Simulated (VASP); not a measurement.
# BN (Pm) in VASP: further runs

BN is run at these levels: PBE+D3(BJ); tasks: single point.

Everything below comes from runs of VASP 6.6.1. Logs are shortened: lines on timing, memory, paths and dates and some standing lists are left out, and cuts for length are marked.

## Step 1: The cell of the first run

The structure is monoclinic, space group Pm (No. 6). The conventional cell has a = 2.506 Å, b = 6.592 Å, c = 2.506 Å, α = 90.00°, β = 120.00°, γ = 90.00°. B (site symmetry m) has 3 N at 1.45 Å within 1.9 Å. B (site symmetry m) has 3 N at 1.45 Å within 1.9 Å. N (site symmetry m) has 3 B at 1.45 Å within 1.9 Å. N (site symmetry m) has 3 B at 1.45 Å within 1.9 Å.

## Step 2: Single point, PBE+D3(BJ)

The input, INCAR:

```
SYSTEM = BN
ALGO     = Normal         ! electronic algorithm
EDIFF    = 1E-6           ! SCF threshold, eV
ENCUT    = 520            ! plane-wave cutoff, eV
GGA      = PE             ! functional
ISIF     = 2              ! what is computed and relaxed
ISMEAR   = 1              ! smearing method
IVDW     = 12             ! dispersion correction
LASPH    = .TRUE.         ! aspherical terms in the spheres
LCHARG   = .FALSE.        ! write CHGCAR
LREAL    = .FALSE.        ! projectors in reciprocal space
LWAVE    = .FALSE.        ! write WAVECAR
NBANDS   = 16             ! bands
NELM     = 80             ! most SCF steps
PREC     = Accurate       ! precision mode
SIGMA    = 0.05           ! smearing width, eV
```

The input, KPOINTS:

```
k-points
0
G
  12 12 4
  0 0 0
```

The input, POSCAR:

```
BN
1.0
    2.5061127838      0.0000000000      0.0000000000
   -1.2530563919      2.1703573356      0.0000000000
    0.0000000000      0.0000000000      6.5923998870
B N
2 2
Direct
   -0.0345753637      0.0000000000      0.5000000000
    0.3679686461      0.6666666667      0.0000000000
    0.0344683995      0.0000000000      0.0000000000
    0.6321520011      0.3333333333      0.5000000000
```

Potentials or basis: VASP PAW PBE potentials, release 64 (B, N).

Started as:

```console
cat potpaw_PBE.64/B/POTCAR potpaw_PBE.64/N/POTCAR > POTCAR
mpirun -np 1 vasp_std > vasp.out
```

OUTCAR:

```text
SYSTEM = BN
   EDIFF = 1E-6
   ENCUT = 520
   GGA = PE
   ISIF = 2
   ISMEAR = 1
   IVDW = 12
   LASPH = .TRUE.
   LREAL = .FALSE.
   NELM = 80
   PREC = Accurate
 IVDW          = 12

 ion  position               nearest neighbor table
   1  0.965  0.000  0.500-   4 1.45   4 1.45   4 1.45
   2  0.368  0.667  0.000-   3 1.45   3 1.45   3 1.45
   3  0.034  0.000  0.000-   2 1.45   2 1.45   2 1.45
   4  0.632  0.333  0.500-   1 1.45   1 1.45   1 1.45

  LATTYP: Found a hexagonal cell.
 ALAT       =     2.5061127838
 C/A-ratio  =     2.6305280152

  Lattice vectors:

 A1 = (   2.5061127838,   0.0000000000,   0.0000000000)
 A2 = (  -1.2530563919,   2.1703573356,   0.0000000000)
 A3 = (   0.0000000000,   0.0000000000,   6.5923998870)

Analysis of symmetry for initial positions (statically):
=====================================================================
 Subroutine PRICEL returns:
 Original cell was already a primitive cell.

 Routine SETGRP: Setting up the symmetry group for a
 hexagonal supercell.

 Subroutine GETGRP returns: Found  2 space group operations
 (whereof  2 operations were pure point group operations)
 out of a pool of 24 trial point group operations.

The static configuration has the point symmetry C_1h.

Analysis of symmetry for dynamics (positions and initial velocities):
=====================================================================
 Subroutine PRICEL returns:
 Original cell was already a primitive cell.

 Routine SETGRP: Setting up the symmetry group for a
 hexagonal supercell.

 Subroutine GETGRP returns: Found  2 space group operations
 (whereof  2 operations were pure point group operations)
 out of a pool of 24 trial point group operations.

The dynamic configuration has the point symmetry C_1h.

 Subroutine INISYM returns: Found  2 space group operations
 (whereof  2 operations are pure point group operations),
 and found     1 'primitive' translations

----------------------------------------------------------------------------------------

                                     Primitive cell

  volume of cell :      35.8571

  direct lattice vectors                    reciprocal lattice vectors
     2.506112784  0.000000000  0.000000000     0.399024340  0.230376810  0.000000000
    -1.253056392  2.170357336  0.000000000     0.000000000  0.460753620  0.000000000
     0.000000000  0.000000000  6.592399887     0.000000000  0.000000000  0.151689827

  length of vectors
     2.506112784  2.506112784  6.592399887     0.460753620  0.460753620  0.151689827

  position of ions in fractional coordinates (direct lattice)
     0.965424636  0.000000000  0.500000000
     0.367968646  0.666666667  0.000000000
     0.034468399  0.000000000  0.000000000
     0.632152001  0.333333333  0.500000000

  ion indices of the primitive-cell ions
   primitive index   ion index
                 1           1
                 2           2
                 3           3
                 4           4

----------------------------------------------------------------------------------------

 KPOINTS: k-points

Automatic generation of k-mesh.
 Grid dimensions read from file:
 generate k-points for:   12   12    4

 Generating k-lattice:

  Cartesian coordinates                     Fractional coordinates (reciprocal lattice)
     0.033252028  0.019198068  0.000000000     0.083333333  0.000000000  0.000000000
     0.000000000  0.038396135  0.000000000     0.000000000  0.083333333  0.000000000
     0.000000000  0.000000000  0.037922457     0.000000000  0.000000000  0.250000000

  Length of vectors
     0.038396135  0.038396135  0.037922457

  Shift w.r.t. Gamma in fractional coordinates (k-lattice)
     0.000000000  0.000000000  0.000000000

 Subroutine IBZKPT returns following result:
 ===========================================

 Found    222 irreducible k-points:

 Following reciprocal coordinates:
            Coordinates               Weight
  0.000000  0.000000  0.000000      1.000000
  0.083333 -0.000000  0.000000      2.000000
  0.000000  0.083333  0.000000      2.000000
 -0.083333  0.083333  0.000000      2.000000
  0.166667 -0.000000  0.000000      2.000000
  0.000000  0.166667  0.000000      2.000000
[... 16 lines left out ...]
  0.166667  0.083333  0.000000      2.000000
 -0.083333  0.250000  0.000000      2.000000
 [... further k-points ...]
   k-points           NKPTS =    222   k-points in BZ     NKDIM =    222   number of bands    NBANDS=     16
   number of dos      NEDOS =    301   number of ions     NIONS =      4
   total plane-waves  NPLWV =  20000
   dimension x,y,z NGX =    20 NGY =   20 NGZ =   50
   dimension x,y,z NGXF=    40 NGYF=   40 NGZF=  100
   ions per type =               2   2
   NGX,Y,Z   is equivalent  to a cutoff of  13.27, 13.27, 12.61 a.u.
   NGXF,Y,Z  is equivalent  to a cutoff of  26.53, 26.53, 25.22 a.u.
 SYSTEM =  BN
   PREC   = accura    normal or accurate (medium, high low for compatibility)
   ISTART =      0    job   : 0-new  1-cont  2-samecut
   ICHARG =      2    charge: 1-file 2-atom 10-const
   ISPIN  =      1    spin polarized calculation?
   LNONCOLLINEAR =      F non collinear calculations
   LSORBIT =      F    spin-orbit coupling
   LASPH  =      T    aspherical Exc in radial PAW
   ENCUT  =  520.0 eV  38.22 Ry    6.18 a.u.   4.66  4.66 12.26*2*pi/ulx,y,z
   NELM   =     80;   NELMIN=  2; NELMDL= -5     # of ELM steps
   EDIFF  = 0.1E-05   stopping-criterion for ELM
   LREAL  =      F    real-space projection
   EDIFFG = 0.1E-04   stopping-criterion for IOM
   NSW    =      0    number of steps for IOM
   IBRION =     -1    ionic relax: 0-MD 1-quasi-New 2-CG
   NFREE  =      0    steps in history (QN), initial steepest desc. (CG)
   ISIF   =      2    stress and relaxation
   ISYM   =      2    0-nonsym 1-usesym 2-fastsym
   POTIM  = 0.5000    time-step for ionic-motion
   TEBEG  =    0.0;   TEEND  =   0.0 temperature during run
   PSTRESS=    0.0 pullay stress
   NELECT =      16.0000    total number of electrons
   NUPDOWN=      -1.0000    fix difference up-down
   EMIN   =  10.00;   EMAX   =-10.00  energy-range for DOS
   EFERMI =   0.00;   METHOD = LEGACY
   ISMEAR =     1;   SIGMA  =   0.05  broadening in eV -4-tet -1-fermi 0-gaus
   EFERMI_NEDOS =   21; number of points for ismear=-14 and -15
   IALGO  =     38    algorithm
   IMIX   =      4    mixing-type and parameters
     AMIX     =   0.40;   BMIX     =  1.00
     AMIX_MAG =   1.60;   BMIX_MAG =  1.00
  volume/ion in A,a.u.               =       8.96        60.49
  Fermi-wavevector in a.u.,A,eV,Ry     =   1.250997  2.364042 21.293038  1.564994
  Thomas-Fermi vector in A             =   2.384965
   LORBIT       =      0    0 simple, 1 ext, 2 COOP (PROOUT), +10 PAW based schemes
   GGA     = PE    functional components
   LHFCALC =     F    Hartree Fock is set to
   AEXX    =    0.0000 exact exchange contribution
   IVDW    =    12    specifies the selected vdW correction
   LEPSILON=     F    determine dielectric tensor
   LRPA    =     F    only Hartree local field effects (RPA)
 non-spin polarized calculation
 Methfessel and Paxton  Order N= 1 SIGMA  =   0.05
  energy-cutoff  :      520.00
  volume of cell :       35.86
 maximum number of plane-waves:       985
   NGX =  9   NGY =  9   NGZ = 25

 number of electron      15.9999998 magnetization

 Free energy of the ion-electron system (eV)
  ---------------------------------------------------
  ext. energy  EPLUGINS =         0.00000000
  ---------------------------------------------------
  free energy    TOTEN  =       -35.14859601 eV

  energy without entropy =      -35.14865127  energy(sigma->0) =      -35.14861443

 E-fermi :   2.4167     XC(G=0): -10.1222

 val. band max:        2.3783399874   @ k =   0.3333   0.3333   0.2500
 cond. band min:       6.4935464428   @ k =   0.5000   0.5000   0.0000
 fundamental gap:      4.1152064554
 Fermi energy:         2.4167456135

 k-point     1 :       0.0000    0.0000    0.0000
  band No.  band energies     occupation
      1     -15.4825      2.00000
      2     -15.1583      2.00000
      3      -3.9098      2.00000
      4      -1.7232      2.00000
      5       0.9415      2.00000
      6       0.9522      2.00000
[... 8 lines left out ...]
     15      14.6059      0.00000
     16      15.4411      0.00000

 k-point     2 :       0.0833   -0.0000    0.0000
  band No.  band energies     occupation
      1     -15.3467      2.00000
      2     -15.0271      2.00000
      3      -3.7225      2.00000
      4      -1.5576      2.00000
      5       0.3837      2.00000
      6       0.4953      2.00000
[... 8 lines left out ...]
     15      14.9404      0.00000
     16      15.0761      0.00000

 k-point     3 :       0.0000    0.0833    0.0000
  band No.  band energies     occupation
      1     -15.3467      2.00000
      2     -15.0271      2.00000
      3      -3.7227      2.00000
      4      -1.5574      2.00000
      5       0.3869      2.00000
      6       0.4936      2.00000
[... 8 lines left out ...]
     15      14.9536      0.00000
     16      15.0908      0.00000

 k-point     4 :      -0.0833    0.0833    0.0000
  band No.  band energies     occupation
      1     -15.3467      2.00000
      2     -15.0271      2.00000
      3      -3.7228      2.00000
      4      -1.5572      2.00000
      5       0.3897      2.00000
      6       0.4924      2.00000
[... 8 lines left out ...]
     15      14.9706      0.00000
     16      15.1098      0.00000
[... 324 lines left out ...]
 k-point    22 :      -0.1667    0.0833    0.0000
  band No.  band energies     occupation
      1     -15.0787      2.00000
      2     -14.7684      2.00000
      3      -3.3515      2.00000
      4      -1.2310      2.00000
      5      -0.5291      2.00000
      6      -0.4264      2.00000
[... 8 lines left out ...]
     15      15.4105      0.00000
     16      16.3233      0.00000

 k-point    23 :       0.1667    0.0833    0.0000
  band No.  band energies     occupation
      1     -14.5586      2.00000
      2     -14.2678      2.00000
      3      -2.6220      2.00000
      4      -2.0192      2.00000
      5      -1.9091      2.00000
      6      -0.6128      2.00000
[... 8 lines left out ...]
     15      16.8172      0.00000
     16      17.8862      0.00000

 k-point    24 :      -0.0833    0.2500    0.0000
  band No.  band energies     occupation
      1     -14.5588      2.00000
      2     -14.2673      2.00000
      3      -2.6239      2.00000
      4      -2.0193      2.00000
      5      -1.9096      2.00000
      6      -0.6149      2.00000
[... 8 lines left out ...]
     15      16.8598      0.00000
     16      17.7579      0.00000

 [... further k-points ...]

------------------------ aborting loop because EDIFF is reached ----------------------------------------

 Edisp (eV)   -0.56889

 E8    (eV) :    -0.1668

  FORCE on cell =-STRESS in cart. coord.  units (eV):
  Direction    XX          YY          ZZ          XY          YZ          ZX
  --------------------------------------------------------------------------------------
  -------------------------------------------------------------------------------------
  Total       0.03239     0.03702    -0.01398     0.03539     0.00000     0.00000
  in kB       1.44709     1.65417    -0.62484     1.58135     0.00000     0.00000
  external pressure =        0.83 kB  Pullay stress =        0.00 kB

 VOLUME and BASIS-vectors are now :
 -----------------------------------------------------------------------------
  energy-cutoff  :      520.00
  volume of cell :       35.86
      direct lattice vectors                 reciprocal lattice vectors
     2.506112784  0.000000000  0.000000000     0.399024340  0.230376810  0.000000000
    -1.253056392  2.170357336  0.000000000     0.000000000  0.460753620  0.000000000
     0.000000000  0.000000000  6.592399887     0.000000000  0.000000000  0.151689827

 POSITION                                       TOTAL-FORCE (eV/Angst)
 -----------------------------------------------------------------------------------
      2.41946      0.00000      3.29620         0.007936     -0.001165      0.000000
      0.08680      1.44690      0.00000        -0.007822      0.000203      0.000000
      0.08638      0.00000      0.00000        -0.009506     -0.003777      0.000000
      1.16656      0.72345      3.29620         0.009392      0.004739      0.000000
 -----------------------------------------------------------------------------------
    total drift:                                0.000037      0.000009      0.000000

  FREE ENERGIE OF THE ION-ELECTRON SYSTEM (eV)
  ---------------------------------------------------
  free  energy   TOTEN  =       -35.7174814997 eV

  energy  without entropy=      -35.7175367595  energy(sigma->0) =      -35.71749992
```

It took 88 s on 1 thread of AMD EPYC 7R13, shared host; peak memory 0.21 GiB.

Results:

```
Free energy                : -35.7175 eV
Pressure                   : 0.1 GPa
Largest force              : 0.011 eV/Å
Band gap on the k mesh     : 4.12 eV (least direct gap 4.39 eV)
Dispersion energy per atom : -0.142 eV
```

Forces on the atoms (eV/Å):
```
B    0.008 -0.001  0.000
B   -0.008  0.000  0.000
N   -0.010 -0.004  0.000
N    0.009  0.005  0.000
```

A k mesh can miss the band edges.

(Part 1 of 2 ends here.)
